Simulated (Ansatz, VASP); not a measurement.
**MgO: VASP beside Ansatz**

The input INCAR:

```
ALGO = Normal ; EDIFF = 1E-7
ENCUT = 520 ; GGA = PE
ISIF = 2 ; ISMEAR = 0
LASPH = T ; LCHARG = F
LREAL = F ; LWAVE = F
NBANDS = 16 ; NELM = 60
PREC = Accurate ; SIGMA = 0.05
```

Contents of KPOINTS:

```
k-points
0
Gamma
  9 9 6
```

File POSCAR:

```
MgO
1.0
    3.5712471184      0.0000000000      0.0000000000
   -1.7856235592      3.0927907277      0.0000000000
    0.0000000000      0.0000000000      4.4137043136
Mg O
2 2
Direct
    0.3333333333      0.6666666667      0.0063188013
    0.6666666667      0.3333333333      0.5063188013
    0.3333333333      0.6666666667      0.3982811987
    0.6666666667      0.3333333333      0.8982811987
```

Input for Ansatz:

```yaml
crystal:
  lattice:
    - [3.5712471184, 0.0, 0.0]
    - [-1.7856235592, 3.0927907277, 0.0]
    - [0.0, 0.0, 4.4137043136]
  atoms:
    - { symbol: Mg, position: [0.3333333333, 0.6666666667, 0.0063188013] }
    - { symbol: Mg, position: [0.6666666667, 0.3333333333, 0.5063188013] }
    - { symbol: O, position: [0.3333333333, 0.6666666667, 0.3982811987] }
    - { symbol: O, position: [0.6666666667, 0.3333333333, 0.8982811987] }
basis:
  ecutwfc: 520.0
kpoints:
  mp_grid: { grid: [9, 9, 6] }
hamiltonian:
  xc: pbe
  pseudopotentials: { kind: paw, azcp: { folder: soft_1 } }
scf:
  occupations: { method: gaussian, width: 0.05 }
output:
  forces: true
  stress: true
  eigenvalues: true
```

Alike in both runs: task single point; functional PBE; k mesh 9 × 9 × 6; occupations gaussian, width 0.05 eV; no spin polarisation.

|  | VASP | Ansatz |
| --- | --- | --- |
| version | VASP 6.6.1 | Ansatz 0.2.0 |
| potentials or method | VASP PAW PBE potentials, release 64 (Mg, O), cutoff 520 eV | scalar-relativistic, plane waves, PAW |
| valence electrons in the cell | 16 | 32 |

|  | VASP | Ansatz | Ansatz less VASP |
| --- | --- | --- | --- |
| gap on the k mesh at the Fermi level (eV) | 3.16 | 3.17 | +0.013 |
| least direct gap on the mesh (eV) | 3.16 | 3.17 | +0.013 |
| pressure (GPa) | 7.3 | 7.5 | +0.16 |
| traceless stress, the component that is largest in VASP (GPa) | 35.78 | 35.08 | -0.699 |
| rms of the force components (eV/Å) | 2.472 | 2.419 | -0.0531 |

Atom by atom the forces differ by 0.053 eV/Å (rms over components). VASP's potentials hold 16 valence electrons a cell and Ansatz's 32, so a difference there can come from the potentials and not from the codes.
